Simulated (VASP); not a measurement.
Al, 2 atoms in the cell. It takes space group Fd-3m (No. 227, cubic). The conventional cell has a = 5.103 Å, b = 5.103 Å, c = 5.103 Å, α = 90.00°, β = 90.00°, γ = 90.00°. Al (site symmetry -43m) has 4 Al at 2.21 Å within 2.9 Å.  This cell differs from its parent crystal: volume scaled by 0.6.

```yaml
Program: VASP 6.6.1
Task: single point
Functional: PBE
Potentials_or_basis: VASP PAW PBE potentials, release 64 (Al)
Cutoff: 520 eV
k_mesh: 12 × 12 × 12
Occupations: fermi-dirac, width 0.05 eV
Spin: no spin polarisation
Dipole_correction: no
Further_INCAR_settings: ALGO = Normal; EDIFF = 1e-06; NBANDS = 10
```

Potentials or basis: VASP PAW PBE potentials, release 64 (Al).

Launch:

```sh
$ cat potpaw_PBE.64/Al/POTCAR > POTCAR
$ mpirun -np 1 vasp_std > vasp.out
```

Hardware: 1 thread of Intel Xeon 8259CL (shared host).

Q: How long does it take, and how much memory?

A: Run time: 28 s on 1 thread of Intel Xeon 8259CL, with other jobs on the host, peak memory 0.16 GiB. Counts: scf iterations 10, k points 72.
